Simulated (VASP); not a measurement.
Si, 2 atoms in the cell. It takes space group I4_1/amd (No. 141, tetragonal). The conventional cell has a = 4.743 Å, b = 4.743 Å, c = 2.659 Å, α = 90.00°, β = 90.00°, γ = 90.00°. Si (site symmetry -4m2) has 10 Si at 2.46 to 3.10 Å within 3.3 Å. 

| Item | Value |
| --- | --- |
| Program | VASP 6.6.1 |
| Task | relaxation of cell and atoms |
| Functional | revPBE |
| Dispersion | D4 |
| Potentials or basis | VASP PAW PBE potentials, release 64 (Si) |
| Cutoff | 600 eV |
| k mesh | 11 × 11 × 11 |
| Occupations | fermi-dirac, width 0.05 eV |
| Spin | no spin polarisation |
| Dipole correction | no |
| Further INCAR settings | ALGO = Normal; EDIFF = 1e-06; IBRION = 2; EDIFFG = -0.01; NSW = 60; ISIF = 3 |

Potentials or basis: VASP PAW PBE potentials, release 64 (Si).

Command:

```sh
$ cat potpaw_PBE.64/Si/POTCAR > POTCAR
$ mpirun -np 1 vasp_std > vasp.out
```

Hardware: 1 thread of Intel Xeon 8259CL, on a shared host.

Estimate the wall time of this run.

It took 4 min on 1 thread of Intel Xeon 8259CL (shared host), peak memory 0.18 GiB. Counts: scf iterations 47, k points 126, ion steps 10.
